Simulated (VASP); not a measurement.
Set up this calculation in VASP 6.6.1, as the native input.

```yaml
Task: single point
Functional: PBEsol
Potentials_or_basis: VASP PAW PBE potentials, release 64 (Pt, S)
Cutoff: 520 eV
k_mesh: 10 × 10 × 6
Occupations: gaussian, width 0.01 eV
Spin: no spin polarisation
Dipole_correction: no
Further_INCAR_settings: ALGO = Normal; EDIFF = 1e-07; NBANDS = 18
```

The structure of PtS2 lies in POSCAR:

```
PtS2
1.0
    3.5733777869      0.0000000000      0.0000000000
   -1.7866888934      3.0946359407      0.0000000000
    0.0000000000      0.0000000000      4.7607928364
Pt S
1 2
Direct
    0.0000000000      0.0000000000      0.0000000000
    0.3333333333      0.6666666667      0.2511082417
    0.6666666667      0.3333333333      0.7488917583
```

This cell differs from its parent crystal: z stretched by +0.5 %, x and y held.

One way to write it, as run:

INCAR

```
SYSTEM = PtS2
  PREC = Accurate
  ENCUT = 520
  EDIFF = 1E-7
  ISMEAR = 0
  SIGMA = 0.01
  LREAL = .False.
  LASPH = .True.
  NELM = 80
  ALGO = Normal
  ISIF = 2
  LWAVE = .False.
  LCHARG = .True.
  GGA = PS
  LELF = .True.
  LVHAR = .True.
  NBANDS = 18
```

KPOINTS

```
Automatic mesh
0
Gamma
  10 10 6
  0 0 0
```

Potentials or basis: VASP PAW PBE potentials, release 64 (Pt, S).

Launch:

```sh
$ cat potpaw_PBE.64/Pt/POTCAR potpaw_PBE.64/S/POTCAR > POTCAR
$ mpirun -np 1 vasp_std > vasp.out
```

Results of the run:

- Pressure: -0.3 GPa
- Largest force: 0.023 eV/Å
- Band gap on the k mesh: 0.20 eV (least direct gap 0.90 eV)

Caveat: the cell differs from its parent crystal (z stretched by +0.5 %, x and y held); the PAW data sets were made with another functional, which shifts forces and pressure a little; spin-orbit coupling is left out, which moves the levels of the heavy elements.

Wall time 94 s on 1 thread of Intel Xeon 8259CL (shared host), peak memory 0.22 GiB.
